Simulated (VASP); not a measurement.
# Mg (P6_3/mmc) in VASP: notebook

The runs below take Mg through single point, with LDA.

Everything below comes from runs of VASP 6.6.1. Logs are shortened: lines on timing, memory, paths and dates and some standing lists are left out, and cuts for length are marked.

### 1 The cell of the first run

Symmetry: P6_3/mmc, No. 194, hexagonal system. The conventional cell has a = 3.047 Å, b = 3.047 Å, c = 4.946 Å, α = 90.00°, β = 90.00°, γ = 120.00°. Within 4.0 Å of Mg (site symmetry -6m2) lie 12 Mg at 3.03 to 3.05 Å.

### 2 Single point, LDA (volume scaled by 0.92)

Input file INCAR:

```
ALGO = Normal ; EDIFF = 1E-6
ENCUT = 520 ; ISIF = 2
ISMEAR = -1 ; LASPH = True
LCHARG = False ; LREAL = False
LWAVE = False ; NBANDS = 9
NELM = 80 ; PREC = Accurate
SIGMA = 0.1
```

Input file KPOINTS:

```
k-points
0
Gamma
  19 19 10
```

Input file POSCAR:

```
Mg
1.0
    3.0466353657      0.0000000000      0.0000000000
   -1.5233176828      2.6384636227      0.0000000000
    0.0000000000      0.0000000000      4.9455111135
Mg
2
Direct
    0.3333333333      0.6666666667      0.2500000000
    0.6666666667      0.3333333333      0.7500000000
```

Potentials or basis: VASP PAW LDA potentials, release 64 (Mg).

Run with:

```
> cat potpaw_LDA.64/Mg/POTCAR > POTCAR
> mpirun -np 1 vasp_std > vasp.out
```

OUTCAR:

```text
EDIFF = 1E-6
   ENCUT = 520
   ISIF = 2
   ISMEAR = -1
   LASPH = True
   LREAL = False
   NELM = 80
   PREC = Accurate

 ion  position               nearest neighbor table
   1  0.333  0.667  0.250-   2 3.03   2 3.03   2 3.03   2 3.03   2 3.03   2 3.03
   2  0.667  0.333  0.750-   1 3.03   1 3.03   1 3.03   1 3.03   1 3.03   1 3.03

  LATTYP: Found a hexagonal cell.
 ALAT       =     3.0466353657
 C/A-ratio  =     1.6232697779

  Lattice vectors:

 A1 = (   3.0466353657,   0.0000000000,   0.0000000000)
 A2 = (  -1.5233176828,   2.6384636227,   0.0000000000)
 A3 = (   0.0000000000,   0.0000000000,   4.9455111135)

Analysis of symmetry for initial positions (statically):
=====================================================================
 Subroutine PRICEL returns:
 Original cell was already a primitive cell.

 Routine SETGRP: Setting up the symmetry group for a
 hexagonal supercell.

 Subroutine GETGRP returns: Found 24 space group operations
 (whereof 12 operations were pure point group operations)
 out of a pool of 24 trial point group operations.

The static configuration has the point symmetry D_3d.
 The point group associated with its full space group is D_6h.

Analysis of symmetry for dynamics (positions and initial velocities):
=====================================================================
 Subroutine PRICEL returns:
 Original cell was already a primitive cell.

 Routine SETGRP: Setting up the symmetry group for a
 hexagonal supercell.

 Subroutine GETGRP returns: Found 24 space group operations
 (whereof 12 operations were pure point group operations)
 out of a pool of 24 trial point group operations.

The dynamic configuration has the point symmetry D_3d.
 The point group associated with its full space group is D_6h.

 Subroutine INISYM returns: Found 24 space group operations
 (whereof 12 operations are pure point group operations),
 and found     1 'primitive' translations

----------------------------------------------------------------------------------------

                                     Primitive cell

  volume of cell :      39.7542

  direct lattice vectors                    reciprocal lattice vectors
     3.046635366  0.000000000  0.000000000     0.328230943  0.189504223  0.000000000
    -1.523317683  2.638463623  0.000000000     0.000000000  0.379008447  0.000000000
     0.000000000  0.000000000  4.945511114     0.000000000  0.000000000  0.202203569

  length of vectors
     3.046635366  3.046635366  4.945511114     0.379008447  0.379008447  0.202203569

  position of ions in fractional coordinates (direct lattice)
     0.333333333  0.666666667  0.250000000
     0.666666667  0.333333333  0.750000000

  ion indices of the primitive-cell ions
   primitive index   ion index
                 1           1
                 2           2

----------------------------------------------------------------------------------------

 KPOINTS: k-points

Automatic generation of k-mesh.
 Grid dimensions read from file:
 generate k-points for:   19   19   10

 Generating k-lattice:

  Cartesian coordinates                     Fractional coordinates (reciprocal lattice)
     0.017275313  0.009973906  0.000000000     0.052631579 -0.000000000  0.000000000
     0.000000000  0.019947813  0.000000000     0.000000000  0.052631579  0.000000000
     0.000000000  0.000000000  0.020220357     0.000000000  0.000000000  0.100000000

  Length of vectors
     0.019947813  0.019947813  0.020220357

  Shift w.r.t. Gamma in fractional coordinates (k-lattice)
     0.000000000  0.000000000  0.000000000

 Subroutine IBZKPT returns following result:
 ===========================================

 Found    240 irreducible k-points:

 Following reciprocal coordinates:
            Coordinates               Weight
  0.000000  0.000000  0.000000      1.000000
  0.052632  0.000000  0.000000      6.000000
  0.105263  0.000000  0.000000      6.000000
  0.157895  0.000000  0.000000      6.000000
  0.210526  0.000000  0.000000      6.000000
  0.263158  0.000000  0.000000      6.000000
[... 16 lines left out ...]
  0.263158  0.105263  0.000000     12.000000
  0.315789  0.105263  0.000000     12.000000
 [... further k-points ...]
   k-points           NKPTS =    240   k-points in BZ     NKDIM =    240   number of bands    NBANDS=      9
   number of dos      NEDOS =    301   number of ions     NIONS =      2
   total plane-waves  NPLWV =  23040
   dimension x,y,z NGX =    24 NGY =   24 NGZ =   40
   dimension x,y,z NGXF=    48 NGYF=   48 NGZF=   80
   ions per type =               2
   NGX,Y,Z   is equivalent  to a cutoff of  13.10, 13.10, 13.45 a.u.
   NGXF,Y,Z  is equivalent  to a cutoff of  26.19, 26.19, 26.89 a.u.
 SYSTEM =  unknown system
   PREC   = accura    normal or accurate (medium, high low for compatibility)
   ISTART =      0    job   : 0-new  1-cont  2-samecut
   ICHARG =      2    charge: 1-file 2-atom 10-const
   ISPIN  =      1    spin polarized calculation?
   LNONCOLLINEAR =      F non collinear calculations
   LSORBIT =      F    spin-orbit coupling
   LASPH  =      T    aspherical Exc in radial PAW
   ENCUT  =  520.0 eV  38.22 Ry    6.18 a.u.   5.66  5.66  9.20*2*pi/ulx,y,z
   NELM   =     80;   NELMIN=  2; NELMDL= -5     # of ELM steps
   EDIFF  = 0.1E-05   stopping-criterion for ELM
   LREAL  =      F    real-space projection
   EDIFFG = 0.1E-04   stopping-criterion for IOM
   NSW    =      0    number of steps for IOM
   IBRION =     -1    ionic relax: 0-MD 1-quasi-New 2-CG
   NFREE  =      0    steps in history (QN), initial steepest desc. (CG)
   ISIF   =      2    stress and relaxation
   ISYM   =      2    0-nonsym 1-usesym 2-fastsym
   POTIM  = 0.5000    time-step for ionic-motion
   TEBEG  =    0.0;   TEEND  =   0.0 temperature during run
   PSTRESS=    0.0 pullay stress
   NELECT =       4.0000    total number of electrons
   NUPDOWN=      -1.0000    fix difference up-down
   EMIN   =  10.00;   EMAX   =-10.00  energy-range for DOS
   EFERMI =   0.00;   METHOD = LEGACY
   ISMEAR =    -1;   SIGMA  =   0.10  broadening in eV -4-tet -1-fermi 0-gaus
   EFERMI_NEDOS =   21; number of points for ismear=-14 and -15
   IALGO  =     38    algorithm
   IMIX   =      4    mixing-type and parameters
     AMIX     =   0.40;   BMIX     =  1.00
     AMIX_MAG =   1.60;   BMIX_MAG =  1.00
  volume/ion in A,a.u.               =      19.88       134.14
  Fermi-wavevector in a.u.,A,eV,Ry     =   0.761437  1.438907  7.888469  0.579786
  Thomas-Fermi vector in A             =   1.860676
   LORBIT       =      0    0 simple, 1 ext, 2 COOP (PROOUT), +10 PAW based schemes
   GGA     = CA    functional components
   LHFCALC =     F    Hartree Fock is set to
   AEXX    =    0.0000 exact exchange contribution
   IVDW    =     0    specifies the selected vdW correction
   LEPSILON=     F    determine dielectric tensor
   LRPA    =     F    only Hartree local field effects (RPA)
 non-spin polarized calculation
  energy-cutoff  :      520.00
  volume of cell :       39.75
 maximum number of plane-waves:      1099
 NGX is ok and might be reduce to    24
   NGX = 11   NGY = 11   NGZ = 19

 number of electron       4.0000000 magnetization

 Free energy of the ion-electron system (eV)
  ---------------------------------------------------
  ext. energy  EPLUGINS =         0.00000000
  ---------------------------------------------------
  free energy    TOTEN  =        -3.59813905 eV

  energy without entropy =       -3.57139831  energy(sigma->0) =       -3.58476868

 E-fermi :   3.2581     XC(G=0):  -9.1562

 val. band max:        3.2536453018   @ k =   0.3158   0.2105   0.2000
 cond. band min:       3.2642779910   @ k =   0.3158   0.2632   0.3000
 fundamental gap:      0.0106326892
 Fermi energy:         3.2580737281

 k-point     1 :       0.0000    0.0000    0.0000
  band No.  band energies     occupation
      1      -4.2998      2.00000
      2       1.3699      2.00000
      3       1.9948      1.99999
      4      15.0042      0.00000
      5      15.0042      0.00000
      6      15.3581      0.00000
      7      15.3581      0.00000
      8      15.9287      0.00000
      9      18.0178      0.00000

 k-point     2 :       0.0526    0.0000    0.0000
  band No.  band energies     occupation
      1      -4.2398      2.00000
      2       1.4236      2.00000
      3       2.0526      1.99999
      4      13.6602      0.00000
      5      14.3067      0.00000
      6      15.1144      0.00000
      7      16.1272      0.00000
      8      16.5963      0.00000
      9      18.5622      0.00000

 k-point     3 :       0.1053    0.0000    0.0000
  band No.  band energies     occupation
      1      -4.0601      2.00000
      2       1.5847      2.00000
      3       2.2247      1.99993
      4      11.9303      0.00000
      5      13.5471      0.00000
      6      14.3228      0.00000
      7      16.9206      0.00000
      8      16.9352      0.00000
      9      17.0509      0.00000

 k-point     4 :       0.1579    0.0000    0.0000
  band No.  band energies     occupation
      1      -3.7614      2.00000
      2       1.8534      2.00000
      3       2.5077      1.99890
      4      10.2211      0.00000
      5      12.8765      0.00000
      6      13.4378      0.00000
      7      15.2378      0.00000
      8      16.4082      0.00000
      9      17.6137      0.00000
[... 205 lines left out ...]
 k-point    22 :       0.2105    0.1053    0.0000
  band No.  band energies     occupation
      1      -2.6363      2.00000
      2       2.8767      1.95683
      3       3.5156      0.14156
      4       7.1942      0.00000
      5       9.2231      0.00000
      6      12.1590      0.00000
      7      13.1125      0.00000
      8      14.3120      0.00000
      9      15.3906      0.00000

 k-point    23 :       0.2632    0.1053    0.0000
  band No.  band energies     occupation
      1      -1.9920      2.00000
      2       3.4706      0.21329
      3       3.9605      0.00178
      4       5.8899      0.00000
      5       8.7295      0.00000
      6      10.7060      0.00000
      7      11.9499      0.00000
      8      13.8499      0.00000
      9      15.0660      0.00000

 k-point    24 :       0.3158    0.1053    0.0000
  band No.  band energies     occupation
      1      -1.2373      2.00000
      2       3.7901      0.00973
      3       4.1736      0.00021
      4       5.3746      0.00000
      5       8.2966      0.00000
      6       9.3490      0.00000
      7      10.8927      0.00000
      8      13.5083      0.00000
      9      14.8074      0.00000

 [... further k-points ...]
[... 5 lines left out ...]
  --------------------------------------------------------------------------------------
  -------------------------------------------------------------------------------------
  Total        0.9177314      0.9177314      0.8883967      0.0000000     -0.0000000      0.0000000
  in kB       36.9865154     36.9865154     35.8042633      0.0000000     -0.0000000      0.0000000
  external PRESSURE =      36.5924314 kB  Pullay stress =       0.0000000 kB

 VOLUME and BASIS-vectors are now :
 -----------------------------------------------------------------------------
  energy-cutoff  :      520.00
  volume of cell :       39.75
      direct lattice vectors                 reciprocal lattice vectors
     3.046635366  0.000000000  0.000000000     0.328230943  0.189504223  0.000000000
    -1.523317683  2.638463623  0.000000000     0.000000000  0.379008447  0.000000000
     0.000000000  0.000000000  4.945511114     0.000000000  0.000000000  0.202203569

 POSITION                                       TOTAL-FORCE (eV/Angst)
 -----------------------------------------------------------------------------------
     -0.00000      1.75898      1.23638        -0.000000      0.000000      0.000000
      1.52332      0.87949      3.70913         0.000000     -0.000000      0.000000
 -----------------------------------------------------------------------------------
    total drift:                               -0.000000      0.000000     -0.000000

  FREE ENERGIE OF THE ION-ELECTRON SYSTEM (eV)
  ---------------------------------------------------
  free  energy   TOTEN  =        -3.5981390532 eV

  energy  without entropy=       -3.5713983074  energy(sigma->0) =       -3.58476868
```

Run time: 17 s. Hardware: 1 thread of Intel Xeon 6975P-C (Granite Rapids), shared host; peak memory 0.2 GiB.

Results:

```
Free energy            : -3.5981 eV
Pressure               : 3.7 GPa
Band gap on the k mesh : zero (band 2 reaches 4.24 eV, above the bottom of band 3 at 1.99 eV)
```

Stress tensor (GPa, compression positive):
```
3.70 0.00 0.00
0.00 3.70 0.00
0.00 0.00 3.58
```

### 3 Single point, LDA (volume scaled by 0.96)

Input file INCAR:

```
SYSTEM = Mg
PREC = Accurate
ENCUT = 520
EDIFF = 1E-6
ISMEAR = -1
SIGMA = 0.1
LREAL = .False.
LASPH = .True.
NELM = 60
ALGO = Normal
ISIF = 2
LWAVE = .False.
LCHARG = .True.
LELF = .True.
LVHAR = .True.
NBANDS = 9
```

Input file KPOINTS:

```
regular mesh
0
Gamma
  19 19 10
  0 0 0
```

Input file POSCAR:

```
Mg
1.0
    3.0901646091      0.0000000000      0.0000000000
   -1.5450823045      2.6761610533      0.0000000000
    0.0000000000      0.0000000000      5.0161708188
Mg
2
Direct
    0.3333333333      0.6666666667      0.2500000000
    0.6666666667      0.3333333333      0.7500000000
```

Potentials or basis: VASP PAW LDA potentials, release 64 (Mg).

Run with:

```
> cat potpaw_LDA.64/Mg/POTCAR > POTCAR
> mpirun -np 1 vasp_std > vasp.out
```

OUTCAR:

```text
SYSTEM = Mg
   PREC = Accurate
   ENCUT = 520
   EDIFF = 1E-6
   ISMEAR = -1
   LREAL = .False.
   LASPH = .True.
   NELM = 60
   ISIF = 2

 ion  position               nearest neighbor table
   1  0.333  0.667  0.250-   2 3.08   2 3.08   2 3.08   2 3.08   2 3.08   2 3.08
   2  0.667  0.333  0.750-   1 3.08   1 3.08   1 3.08   1 3.08   1 3.08   1 3.08

  LATTYP: Found a hexagonal cell.
 ALAT       =     3.0901646091
 C/A-ratio  =     1.6232697779

  Lattice vectors:

 A1 = (   3.0901646091,   0.0000000000,   0.0000000000)
 A2 = (  -1.5450823045,   2.6761610533,   0.0000000000)
 A3 = (   0.0000000000,   0.0000000000,   5.0161708188)

Analysis of symmetry for initial positions (statically):
=====================================================================
 Subroutine PRICEL returns:
 Original cell was already a primitive cell.

 Routine SETGRP: Setting up the symmetry group for a
 hexagonal supercell.

 Subroutine GETGRP returns: Found 24 space group operations
 (whereof 12 operations were pure point group operations)
 out of a pool of 24 trial point group operations.

The static configuration has the point symmetry D_3d.
 The point group associated with its full space group is D_6h.

Analysis of symmetry for dynamics (positions and initial velocities):
=====================================================================
 Subroutine PRICEL returns:
 Original cell was already a primitive cell.

 Routine SETGRP: Setting up the symmetry group for a
 hexagonal supercell.

 Subroutine GETGRP returns: Found 24 space group operations
 (whereof 12 operations were pure point group operations)
 out of a pool of 24 trial point group operations.

The dynamic configuration has the point symmetry D_3d.
 The point group associated with its full space group is D_6h.

 Subroutine INISYM returns: Found 24 space group operations
 (whereof 12 operations are pure point group operations),
 and found     1 'primitive' translations

[... 115 lines left out ...]
  volume/ion in A,a.u.               =      20.74       139.97
  Fermi-wavevector in a.u.,A,eV,Ry     =   0.750711  1.418638  7.667794  0.563567
  Thomas-Fermi vector in A             =   1.847525
   LORBIT       =      0    0 simple, 1 ext, 2 COOP (PROOUT), +10 PAW based schemes
   GGA     = CA    functional components
   LHFCALC =     F    Hartree Fock is set to
   AEXX    =    0.0000 exact exchange contribution
   IVDW    =     0    specifies the selected vdW correction
   LEPSILON=     F    determine dielectric tensor
   LRPA    =     F    only Hartree local field effects (RPA)
 non-spin polarized calculation
  energy-cutoff  :      520.00
  volume of cell :       41.48
 maximum number of plane-waves:      1128
 NGX is ok and might be reduce to    24
   NGX = 11   NGY = 11   NGZ = 19

 number of electron       4.0000000 magnetization

 Free energy of the ion-electron system (eV)
  ---------------------------------------------------
  ext. energy  EPLUGINS =         0.00000000
  ---------------------------------------------------
  free energy    TOTEN  =        -3.62560967 eV

  energy without entropy =       -3.59812300  energy(sigma->0) =       -3.61186633

 E-fermi :   3.0160     XC(G=0):  -9.0127

 val. band max:        3.0152855955   @ k =   0.4211   0.1053   0.5000
 cond. band min:       3.0269026293   @ k =   0.3158   0.2105   0.2000
 fundamental gap:      0.0116170338
 Fermi energy:         3.0159879562

 k-point     1 :       0.0000    0.0000    0.0000
  band No.  band energies     occupation
      1      -4.3493      2.00000
      2       1.1982      2.00000
      3       1.7485      1.99999
      4      14.5054      0.00000
      5      14.5054      0.00000
      6      14.7630      0.00000
      7      14.7630      0.00000
      8      15.4286      0.00000
      9      17.3535      0.00000
[... 265 lines left out ...]
 k-point    24 :       0.3158    0.1053    0.0000
  band No.  band energies     occupation
      1      -1.3694      2.00000
      2       3.5493      0.00961
      3       3.9370      0.00020
      4       5.0287      0.00000
      5       7.9224      0.00000
      6       8.9901      0.00000
      7      10.3574      0.00000
      8      13.0555      0.00000
      9      14.1709      0.00000

 [... further k-points ...]
[... 5 lines left out ...]
  --------------------------------------------------------------------------------------
  -------------------------------------------------------------------------------------
  Total        0.3929552      0.3929552      0.3776171      0.0000000      0.0000000      0.0000000
  in kB       15.1770518     15.1770518     14.5846530      0.0000000      0.0000000      0.0000000
  external PRESSURE =      14.9795856 kB  Pullay stress =       0.0000000 kB

 VOLUME and BASIS-vectors are now :
 -----------------------------------------------------------------------------
  energy-cutoff  :      520.00
  volume of cell :       41.48
      direct lattice vectors                 reciprocal lattice vectors
     3.090164609  0.000000000  0.000000000     0.323607356  0.186834794  0.000000000
    -1.545082304  2.676161053  0.000000000     0.000000000  0.373669589  0.000000000
     0.000000000  0.000000000  5.016170819     0.000000000  0.000000000  0.199355252

 POSITION                                       TOTAL-FORCE (eV/Angst)
 -----------------------------------------------------------------------------------
     -0.00000      1.78411      1.25404        -0.000000      0.000000      0.000000
      1.54508      0.89205      3.76213         0.000000     -0.000000      0.000000
 -----------------------------------------------------------------------------------
    total drift:                                0.000000     -0.000000      0.000000

  FREE ENERGIE OF THE ION-ELECTRON SYSTEM (eV)
  ---------------------------------------------------
  free  energy   TOTEN  =        -3.6256096654 eV

  energy  without entropy=       -3.5981229979  energy(sigma->0) =       -3.61186633
```

OSZICAR:

```text
N       E                     dE             d eps       ncg     rms          rms(c)
DAV:   1    -0.771079922482E+00   -0.77108E+00   -0.13713E+03  4320   0.324E+02
DAV:   2    -0.360153570275E+01   -0.28305E+01   -0.27398E+01  5825   0.282E+01
DAV:   3    -0.364705877758E+01   -0.45523E-01   -0.44596E-01  5572   0.280E+00
DAV:   4    -0.364718872584E+01   -0.12995E-03   -0.12994E-03  5566   0.149E-01
DAV:   5    -0.364718918093E+01   -0.45509E-06   -0.45470E-06  5375   0.829E-03    0.932E-01
DAV:   6    -0.363503083685E+01    0.12158E-01   -0.45871E-04  5007   0.119E-01    0.592E-01
DAV:   7    -0.362562143888E+01    0.94094E-02   -0.15953E-03  4532   0.219E-01    0.290E-02
DAV:   8    -0.362561064225E+01    0.10797E-04   -0.16237E-05  6148   0.208E-02    0.650E-03
DAV:   9    -0.362560966541E+01    0.97684E-06   -0.73748E-07  4535   0.415E-03
   1 F= -.36256097E+01 E0= -.36118663E+01  d E =-.274867E-01
```

Wall time 16 s (1 thread of Intel Xeon 6975P-C (Granite Rapids), shared host); peak memory 0.2 GiB.

What came out:

| Property | Result |
| --- | --- |
| Free energy | -3.6256 eV |
| Pressure | 1.5 GPa |
| Band gap on the k mesh | zero (band 2 reaches 3.99 eV, above the bottom of band 3 at 1.75 eV) |

Levels at points of the mesh, in eV from the Fermi level:
```tsv
k point	band 1	band 2	band 3	band 4	band 5
(0.00, 0.00, 0.00)	-7.37	-1.82	-1.27	11.49	11.49
(0.00, 0.00, 0.50)	-5.88	-5.88	5.33	5.33	12.24
```

(Continued in part 2 of 2.)
